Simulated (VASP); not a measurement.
Crystal: C.

```
CELL_PARAMETERS angstrom
0.00000 1.94897 1.79667
1.55167 0.00000 1.79667
1.55167 1.94897 0.00000
ATOMIC_POSITIONS crystal
C 0.50000 0.50000 0.50000
C 0.75000 0.75000 0.75000
```

This cell differs from its parent crystal: strain +e along x and -e along y -0.1125, strain +e along z and -e/2 along x and y +0.0175.

Base run:

| Property | Result |
| --- | --- |
| Program | VASP 6.6.1 |
| Functional | LDA |
| Potentials or basis | VASP PAW LDA potentials, release 64 (C_h) |
| Cutoff | 910 eV |
| k mesh | 12 × 12 × 12 |
| Occupations | gaussian, width 0.05 eV |
| Spin | no spin polarisation |

Its results: band gap on the k mesh zero (band 4 reaches 13.26 eV, above the bottom of band 5 at 12.94 eV); pressure 7.5 GPa.

Question: The run is repeated on the same cell with these changes: potentials or basis from VASP PAW LDA potentials, release 64 (C_h) to VASP PAW LDA potentials, release 64 (C); cutoff from 910 eV to 520 eV. What comes out?

Answer: Band gap on the k mesh zero (band 4 reaches 12.07 eV, above the bottom of band 5 at 11.74 eV); pressure 8.5 GPa.

Caveats: the cutoff is under 1.25 times the usual one of these potentials, so pressure, stress and relaxed cells hold a basis-set (Pulay) error (some runs).
